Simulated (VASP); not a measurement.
# AlAs (F-43m) in VASP: notebook

Aim: see how the results for AlAs move with the level of theory and the settings. Levels: LDA, r2SCAN, r2SCAN+D4. Tasks: single point.

Program: VASP 6.6.1. These are calculated values, not measurements. Logs are shortened: lines on timing, memory, paths and dates and some standing lists are left out, and cuts for length are marked.

## (1) The cell of the first run

The structure is cubic, space group F-43m (No. 216). Conventional cell: a = 5.629 Å, b = 5.629 Å, c = 5.629 Å, α = 90.00°, β = 90.00°, γ = 90.00°. Within 3.2 Å of Al (site symmetry -43m) lie 4 As at 2.44 Å. As (site symmetry -43m) has 4 Al at 2.44 Å within 3.2 Å.

## (2) Single point, LDA

File INCAR:

```
SYSTEM = AlAs
  PREC = Accurate
  ENCUT = 500
  EDIFF = 1E-6
  ISMEAR = 0
  SIGMA = 0.01
  LREAL = .FALSE.
  LASPH = .TRUE.
  NELM = 120
  ALGO = Normal
  ISIF = 2
  LWAVE = .FALSE.
  LCHARG = .FALSE.
  GGA = CA
  NBANDS = 11
  GGA_COMPAT = .FALSE.
```

File KPOINTS:

```
Automatic mesh
0
G
  6 6 6
  0 0 0
```

File POSCAR:

```
AlAs
1.0
    0.0000000000      2.8147415565      2.8147415565
    2.8147415565      0.0000000000      2.8147415565
    2.8147415565      2.8147415565      0.0000000000
Al As
1 1
Direct
    0.0000000000      0.0000000000      0.0000000000
    0.2500000000      0.2500000000      0.2500000000
```

Potentials or basis: VASP PAW LDA potentials, release 64 (Al, As).

Run with:

```sh
cat potpaw_LDA.64/Al/POTCAR potpaw_LDA.64/As/POTCAR > POTCAR
mpirun -np 1 vasp_std > vasp.out
```

OUTCAR:

```text
SYSTEM = AlAs
   PREC = Accurate
   ENCUT = 500
   EDIFF = 1E-6
   ISMEAR = 0
   LREAL = .FALSE.
   LASPH = .TRUE.
   NELM = 120
   ISIF = 2
   GGA = CA

 ion  position               nearest neighbor table
   1  0.000  0.000  0.000-   2 2.44   2 2.44   2 2.44   2 2.44
   2  0.250  0.250  0.250-   1 2.44   1 2.44   1 2.44   1 2.44

  LATTYP: Found a face centered cubic cell.
 ALAT       =     5.6294831130

  Lattice vectors:

 A1 = (   0.0000000000,   2.8147415565,   2.8147415565)
 A2 = (   2.8147415565,   0.0000000000,   2.8147415565)
 A3 = (   2.8147415565,   2.8147415565,   0.0000000000)

Analysis of symmetry for initial positions (statically):
=====================================================================
 Subroutine PRICEL returns:
 Original cell was already a primitive cell.

 Routine SETGRP: Setting up the symmetry group for a
 face centered cubic supercell.

 Subroutine GETGRP returns: Found 24 space group operations
 (whereof 24 operations were pure point group operations)
 out of a pool of 48 trial point group operations.

The static configuration has the point symmetry T_d .

Analysis of symmetry for dynamics (positions and initial velocities):
=====================================================================
 Subroutine PRICEL returns:
 Original cell was already a primitive cell.

 Routine SETGRP: Setting up the symmetry group for a
 face centered cubic supercell.

 Subroutine GETGRP returns: Found 24 space group operations
 (whereof 24 operations were pure point group operations)
 out of a pool of 48 trial point group operations.

The dynamic configuration has the point symmetry T_d .

 Subroutine INISYM returns: Found 24 space group operations
 (whereof 24 operations are pure point group operations),
 and found     1 'primitive' translations

----------------------------------------------------------------------------------------

                                     Primitive cell

  volume of cell :      44.6011

  direct lattice vectors                    reciprocal lattice vectors
     0.000000000  2.814741557  2.814741557    -0.177636202  0.177636202  0.177636202
     2.814741557  0.000000000  2.814741557     0.177636202 -0.177636202  0.177636202
     2.814741557  2.814741557  0.000000000     0.177636202  0.177636202 -0.177636202

  length of vectors
     3.980645684  3.980645684  3.980645684     0.307674927  0.307674927  0.307674927

[... 78 lines left out ...]
   ISYM   =      2    0-nonsym 1-usesym 2-fastsym
   POTIM  = 0.5000    time-step for ionic-motion
   TEBEG  =    0.0;   TEEND  =   0.0 temperature during run
   PSTRESS=    0.0 pullay stress
   NELECT =       8.0000    total number of electrons
   NUPDOWN=      -1.0000    fix difference up-down
   EMIN   =  10.00;   EMAX   =-10.00  energy-range for DOS
   EFERMI =   0.00;   METHOD = LEGACY
   ISMEAR =     0;   SIGMA  =   0.01  broadening in eV -4-tet -1-fermi 0-gaus
   EFERMI_NEDOS =   21; number of points for ismear=-14 and -15
   IALGO  =     38    algorithm
   IMIX   =      4    mixing-type and parameters
     AMIX     =   0.40;   BMIX     =  1.00
     AMIX_MAG =   1.60;   BMIX_MAG =  1.00
  volume/ion in A,a.u.               =      22.30       150.49
  Fermi-wavevector in a.u.,A,eV,Ry     =   0.923258  1.744704 11.597673  0.852405
  Thomas-Fermi vector in A             =   2.048875
   LORBIT       =      0    0 simple, 1 ext, 2 COOP (PROOUT), +10 PAW based schemes
   GGA     = CA    functional components
   LHFCALC =     F    Hartree Fock is set to
   AEXX    =    0.0000 exact exchange contribution
   IVDW    =     0    specifies the selected vdW correction
   LEPSILON=     F    determine dielectric tensor
   LRPA    =     F    only Hartree local field effects (RPA)
 non-spin polarized calculation
 Gauss-broadening in eV      SIGMA  =   0.01
  energy-cutoff  :      500.00
  volume of cell :       44.60
 maximum number of plane-waves:      1158
 NGX is ok and might be reduce to    30
   NGX = 15   NGY = 15   NGZ = 15

 number of electron       8.0000001 magnetization

 Free energy of the ion-electron system (eV)
  ---------------------------------------------------
  ext. energy  EPLUGINS =         0.00000000
  ---------------------------------------------------
  free energy    TOTEN  =       -10.50249697 eV

  energy without entropy =      -10.50249697  energy(sigma->0) =      -10.50249697

 E-fermi :   4.0440     XC(G=0):  -9.3404

 val. band max:        3.9321318745   @ k =   0.0000   0.0000   0.0000
 cond. band min:       5.2372799205   @ k =   0.5000   0.5000   0.0000
 fundamental gap:      1.3051480459
 Fermi energy:         4.0440389110

 k-point     1 :       0.0000    0.0000    0.0000
  band No.  band energies     occupation
      1      -8.0562      2.00000
      2       3.9321      2.00000
      3       3.9321      2.00000
      4       3.9321      2.00000
      5       5.9453      0.00000
      6       8.2017      0.00000
      7       8.2017      0.00000
      8       8.2017      0.00000
      9      12.6471      0.00000
     10      12.9947      0.00000
     11      12.9947      0.00000
[... 197 lines left out ...]
 k-point    16 :      -0.3333    0.5000    0.1667
  band No.  band energies     occupation
      1      -6.0132      2.00000
      2      -1.3284      2.00000
      3       0.9173      2.00000
      4       1.1708      2.00000
      5       7.0166      0.00000
      6       7.9925      0.00000
      7      11.0344      0.00000
      8      11.7485      0.00000
      9      14.5126      0.00000
     10      16.3038      0.00000
     11      16.5117      0.00000

------------------------ aborting loop because EDIFF is reached ----------------------------------------

  FORCE on cell =-STRESS in cart. coord.  units (eV):
  Direction    XX          YY          ZZ          XY          YZ          ZX
  --------------------------------------------------------------------------------------
  -------------------------------------------------------------------------------------
  Total        0.0985883      0.0985883      0.0985883     -0.0000000      0.0000000      0.0000000
  in kB        3.5415254      3.5415254      3.5415254     -0.0000000      0.0000000      0.0000000
  external PRESSURE =       3.5415254 kB  Pullay stress =       0.0000000 kB

 VOLUME and BASIS-vectors are now :
 -----------------------------------------------------------------------------
  energy-cutoff  :      500.00
  volume of cell :       44.60
      direct lattice vectors                 reciprocal lattice vectors
     0.000000000  2.814741557  2.814741557    -0.177636202  0.177636202  0.177636202
     2.814741557  0.000000000  2.814741557     0.177636202 -0.177636202  0.177636202
     2.814741557  2.814741557  0.000000000     0.177636202  0.177636202 -0.177636202

 POSITION                                       TOTAL-FORCE (eV/Angst)
 -----------------------------------------------------------------------------------
      0.00000      0.00000      0.00000         0.000000     -0.000000     -0.000000
      1.40737      1.40737      1.40737        -0.000000      0.000000      0.000000
 -----------------------------------------------------------------------------------
    total drift:                                0.000000      0.000000      0.000000

  FREE ENERGIE OF THE ION-ELECTRON SYSTEM (eV)
  ---------------------------------------------------
  free  energy   TOTEN  =       -10.5024969727 eV

  energy  without entropy=      -10.5024969727  energy(sigma->0) =      -10.50249697
```

OSZICAR:

```text
N       E                     dE             d eps       ncg     rms          rms(c)
DAV:   1     0.128888255237E+02    0.12889E+02   -0.28628E+03   360   0.530E+02
DAV:   2    -0.977309151854E+01   -0.22662E+02   -0.21457E+02   459   0.860E+01
DAV:   3    -0.108211552224E+02   -0.10481E+01   -0.10454E+01   456   0.186E+01
DAV:   4    -0.108284832341E+02   -0.73280E-02   -0.73270E-02   414   0.187E+00
DAV:   5    -0.108285758404E+02   -0.92606E-04   -0.92606E-04   426   0.197E-01    0.342E+00
DAV:   6    -0.105653447725E+02    0.26323E+00   -0.41231E-01   391   0.232E+00    0.193E+00
DAV:   7    -0.105060637337E+02    0.59281E-01   -0.19246E-01   399   0.168E+00    0.662E-01
DAV:   8    -0.105025259541E+02    0.35378E-02   -0.13507E-02   397   0.541E-01    0.903E-02
DAV:   9    -0.105024855942E+02    0.40360E-04   -0.76984E-04   415   0.140E-01    0.390E-02
DAV:  10    -0.105024948581E+02   -0.92639E-05   -0.30257E-05   391   0.288E-02    0.142E-02
DAV:  11    -0.105024975088E+02   -0.26507E-05   -0.67633E-06   397   0.122E-02    0.755E-03
DAV:  12    -0.105024969727E+02    0.53610E-06   -0.18703E-06   244   0.537E-03
   1 F= -.10502497E+02 E0= -.10502497E+02  d E =-.320959E-58
```

Wall time 5.5 s (1 thread of Intel Xeon Platinum 8375C at 2.90GHz (Ice Lake), shared host); peak memory 0.14 GiB.

What came out:

| Item | Value |
| --- | --- |
| Free energy | -10.5025 eV |
| Pressure | 0.4 GPa |
| Band gap on the k mesh | 1.31 eV, indirect (least direct gap 2.01 eV) |

A k mesh can miss the band edges. LDA gaps usually lie below the measured ones, often by a third to a half.

## (3) Single point, r2SCAN

This run uses another cell than the first one, of 22.89 Å³/atom, 1.026 times its volume.

File POSCAR:

```
AlAs
1.0
    0.0000000000      2.8391272836      2.8391272836
    2.8391272836      0.0000000000      2.8391272836
    2.8391272836      2.8391272836      0.0000000000
Al As
1 1
Direct
    0.0000000000      0.0000000000      0.0000000000
    0.2500000000      0.2500000000      0.2500000000
```

File INCAR.step1:

```
PREC     = Accurate       # precision mode
ENCUT    = 550            # plane-wave cutoff, eV
ISMEAR   = 0              # smearing method
SIGMA    = 0.01           # smearing width, eV
LREAL    = False          # projectors in reciprocal space
LASPH    = True           # aspherical terms in the spheres
NELM     = 120            # most SCF steps
NBANDS   = 11             # bands
GGA      = PE             # functional
ALGO     = Normal         # electronic algorithm
EDIFF    = 1E-5           # SCF threshold, eV
LWAVE    = True           # write WAVECAR
LCHARG   = False          # write CHGCAR
GGA_COMPAT= False
```

File INCAR.step2:

```
PREC     = Accurate       # precision mode
ENCUT    = 550            # plane-wave cutoff, eV
EDIFF    = 1E-6           # SCF threshold, eV
ISMEAR   = 0              # smearing method
SIGMA    = 0.01           # smearing width, eV
LREAL    = False          # projectors in reciprocal space
LASPH    = True           # aspherical terms in the spheres
NELM     = 120            # most SCF steps
ALGO     = Normal         # electronic algorithm
ISIF     = 2              # what is computed and relaxed
LWAVE    = False          # write WAVECAR
LCHARG   = False          # write CHGCAR
METAGGA  = R2SCAN         # meta-GGA
LMIXTAU  = True         
NBANDS   = 11             # bands
ISTART   = 1            
GGA_COMPAT= False
```

File KPOINTS:

```
Automatic mesh
0
Gamma
  6 6 6
```

Potentials or basis: VASP PAW PBE potentials, release 64 (Al, As).

Run with:

```sh
cat potpaw_PBE.64/Al/POTCAR potpaw_PBE.64/As/POTCAR > POTCAR
cp INCAR.step1 INCAR
mpirun -np 1 vasp_std > vasp.out
cp INCAR.step2 INCAR
mpirun -np 1 vasp_std > vasp.out
```

OUTCAR:

```text
PREC = Accurate
   ENCUT = 550
   EDIFF = 1E-6
   ISMEAR = 0
   LREAL = False
   LASPH = True
   NELM = 120
   ISIF = 2
   METAGGA = R2SCAN
   ISTART = 1

 ion  position               nearest neighbor table
   1  0.000  0.000  0.000-   2 2.46   2 2.46   2 2.46   2 2.46
   2  0.250  0.250  0.250-   1 2.46   1 2.46   1 2.46   1 2.46

  LATTYP: Found a face centered cubic cell.
 ALAT       =     5.6782545672

  Lattice vectors:

 A1 = (   0.0000000000,   2.8391272836,   2.8391272836)
[... 399 lines left out ...]
------------------------ aborting loop because EDIFF is reached ----------------------------------------

  FORCE on cell =-STRESS in cart. coord.  units (eV):
  Direction    XX          YY          ZZ          XY          YZ          ZX
  --------------------------------------------------------------------------------------
  -------------------------------------------------------------------------------------
  Total       -0.0116885     -0.0116885     -0.0116885     -0.0000000     -0.0000000     -0.0000000
  in kB       -0.4091516     -0.4091516     -0.4091516     -0.0000000     -0.0000000     -0.0000000
  external PRESSURE =      -0.4091516 kB  Pullay stress =       0.0000000 kB

 VOLUME and BASIS-vectors are now :
 -----------------------------------------------------------------------------
  energy-cutoff  :      550.00
  volume of cell :       45.77
      direct lattice vectors                 reciprocal lattice vectors
     0.000000000  2.839127284  2.839127284    -0.176110456  0.176110456  0.176110456
     2.839127284  0.000000000  2.839127284     0.176110456 -0.176110456  0.176110456
     2.839127284  2.839127284  0.000000000     0.176110456  0.176110456 -0.176110456

 POSITION                                       TOTAL-FORCE (eV/Angst)
 -----------------------------------------------------------------------------------
      0.00000      0.00000      0.00000        -0.000000     -0.000000     -0.000000
      1.41956      1.41956      1.41956         0.000000      0.000000      0.000000
 -----------------------------------------------------------------------------------
    total drift:                                0.000000      0.000000      0.000000

  FREE ENERGIE OF THE ION-ELECTRON SYSTEM (eV)
  ---------------------------------------------------
  free  energy   TOTEN  =       -22.6870509294 eV

  energy  without entropy=      -22.6870509294  energy(sigma->0) =      -22.68705093
```

OUTCAR.step1:

```text
PREC = Accurate
   ENCUT = 550
   ISMEAR = 0
   LREAL = False
   LASPH = True
[... 434 lines left out ...]
      0.00000      0.00000      0.00000         0.000000      0.000000      0.000000
      1.41956      1.41956      1.41956        -0.000000     -0.000000     -0.000000
 -----------------------------------------------------------------------------------
    total drift:                                0.000000      0.000000      0.000000

  FREE ENERGIE OF THE ION-ELECTRON SYSTEM (eV)
  ---------------------------------------------------
  free  energy   TOTEN  =        -9.3693208706 eV

  energy  without entropy=       -9.3693208706  energy(sigma->0) =       -9.36932087
```

OSZICAR.step1:

```text
N       E                     dE             d eps       ncg     rms          rms(c)
DAV:   1     0.174595800362E+02    0.17460E+02   -0.31835E+03   352   0.581E+02
DAV:   2    -0.848337953701E+01   -0.25943E+02   -0.24977E+02   438   0.925E+01
DAV:   3    -0.958556519808E+01   -0.11022E+01   -0.11004E+01   458   0.190E+01
DAV:   4    -0.959285783239E+01   -0.72926E-02   -0.72923E-02   417   0.182E+00
DAV:   5    -0.959299741971E+01   -0.13959E-03   -0.13959E-03   426   0.250E-01    0.320E+00
DAV:   6    -0.940161941046E+01    0.19138E+00   -0.33880E-01   388   0.210E+00    0.186E+00
DAV:   7    -0.936841588180E+01    0.33204E-01   -0.16909E-01   406   0.162E+00    0.680E-01
DAV:   8    -0.936906345937E+01   -0.64758E-03   -0.11331E-02   385   0.500E-01    0.108E-01
DAV:   9    -0.936917943454E+01   -0.11598E-03   -0.41208E-04   421   0.116E-01    0.615E-02
DAV:  10    -0.936931716009E+01   -0.13773E-03   -0.18531E-04   381   0.726E-02    0.703E-03
DAV:  11    -0.936932087057E+01   -0.37105E-05   -0.20381E-05   417   0.194E-02
   1 F= -.93693209E+01 E0= -.93693209E+01  d E =-.138167E-48
```

Run time: 23 s. Hardware: 1 thread of Intel Xeon Platinum 8375C at 2.90GHz (Ice Lake), shared host; peak memory 0.18 GiB.

What came out:

```
Free energy            : -22.6871 eV
Pressure               : 0.0 GPa
Band gap on the k mesh : 1.80 eV, indirect (least direct gap 2.63 eV)
```

Levels at points of the mesh, in eV from the valence-band top:
```tsv
k point	band 1	band 2	band 3	band 4	band 5	band 6	band 7	band 8
(0.00, 0.00, 0.00)	-12.27	0.00	0.00	0.00	2.63	4.69	4.69	4.69
(0.50, 0.00, 0.00)	-10.80	-5.66	-0.84	-0.84	2.61	5.09	5.09	8.38
(0.50, 0.50, 0.00)	-10.23	-5.51	-2.22	-2.22	1.80	2.68	11.11	11.11
```

Caveat: the PAW data sets were made with another functional, which shifts forces and pressure a little. A k mesh can miss the band edges.

## (4) Single point, r2SCAN+D4

This run uses another cell than the first one, of 22.67 Å³/atom, 1.017 times its volume.

File POSCAR:

```
AlAs
1.0
    0.0000000000      2.8304000000      2.8304000000
    2.8304000000      0.0000000000      2.8304000000
    2.8304000000      2.8304000000      0.0000000000
Al As
1 1
Direct
    0.0000000000      0.0000000000      0.0000000000
    0.2500000000      0.2500000000      0.2500000000
```

File INCAR.step1:

```
SYSTEM = AlAs
ALGO = Normal
EDIFF = 1E-5
ENCUT = 550
GGA = PE
GGA_COMPAT = .FALSE.
ISMEAR = 0
LASPH = .TRUE.
LCHARG = .FALSE.
LREAL = .FALSE.
LWAVE = .TRUE.
NBANDS = 11
NELM = 120
PREC = Accurate
SIGMA = 0.01
```

File INCAR.step2:

```
SYSTEM = AlAs
ALGO = Normal
EDIFF = 1E-6
ENCUT = 550
GGA_COMPAT = .FALSE.
ISIF = 2
ISMEAR = 0
ISTART = 1
IVDW = 13
LASPH = .TRUE.
LCHARG = .FALSE.
LMIXTAU = .TRUE.
LREAL = .FALSE.
LWAVE = .FALSE.
METAGGA = R2SCAN
NBANDS = 11
NELM = 120
PREC = Accurate
SIGMA = 0.01
VDW_A1 = 0.51559235
VDW_A2 = 5.77342911
VDW_S6 = 1.0
VDW_S8 = 0.6018749
```

File KPOINTS:

```
k-points
0
G
  6 6 6
  0 0 0
```

Run with:

```sh
cat potpaw_PBE.64/Al/POTCAR potpaw_PBE.64/As/POTCAR > POTCAR
cp INCAR.step1 INCAR
mpirun -np 1 vasp_std > vasp.out
cp INCAR.step2 INCAR
mpirun -np 1 vasp_std > vasp.out
```

Wall time 22 s (1 thread of Intel Xeon Platinum 8375C at 2.90GHz (Ice Lake), shared host); peak memory 0.18 GiB.

The run converged. Its results:

```
Free energy                : -22.9218 eV
Pressure                   : -0.1 GPa
Band gap on the k mesh     : 1.79 eV, indirect (least direct gap 2.71 eV)
Dispersion energy per atom : -0.118 eV
```

Levels at points of the mesh, in eV from the valence-band top:
| k point | band 1 | band 2 | band 3 | band 4 | band 5 | band 6 | band 7 | band 8 |
| --- | --- | --- | --- | --- | --- | --- | --- | --- |
| (0.00, 0.00, 0.00) | -12.32 | 0.00 | 0.00 | 0.00 | 2.71 | 4.71 | 4.71 | 4.71 |
| (0.50, 0.00, 0.00) | -10.83 | -5.70 | -0.85 | -0.85 | 2.65 | 5.10 | 5.10 | 8.40 |
| (0.50, 0.50, 0.00) | -10.25 | -5.54 | -2.24 | -2.24 | 1.79 | 2.68 | 11.18 | 11.18 |

Caveat: the PAW data sets were made with another functional, which shifts forces and pressure a little. r2SCAN opens gaps a little over a GGA but as a rule still falls short of measured ones.

## (5) The runs side by side

| level | potentials or basis | cell | cutoff (eV) | gap on the mesh (eV) | pressure (GPa) |
| --- | --- | --- | --- | --- | --- |
| LDA | VASP PAW LDA potentials, release 64 (Al, As) | a = 3.981 Å, angles 60.0°, 2 atoms | 500 | 1.31 | 0.4 |
| r2SCAN | VASP PAW PBE potentials, release 64 (Al, As) | a = 4.015 Å, angles 60.0°, 2 atoms | 550 | 1.80 | 0.0 |
| r2SCAN+D4 | VASP PAW PBE potentials, release 64 (Al, As) | a = 4.003 Å, angles 60.0°, 2 atoms | 550 | 1.79 | -0.1 |

Alike in all rows: task single point; no spin polarisation; k mesh 6 × 6 × 6; smearing gaussian 0.01 eV.

Caveats: the PAW data sets were made with another functional, which shifts forces and pressure a little (some runs).

Absolute energies hang on the potentials; compare differences alone.
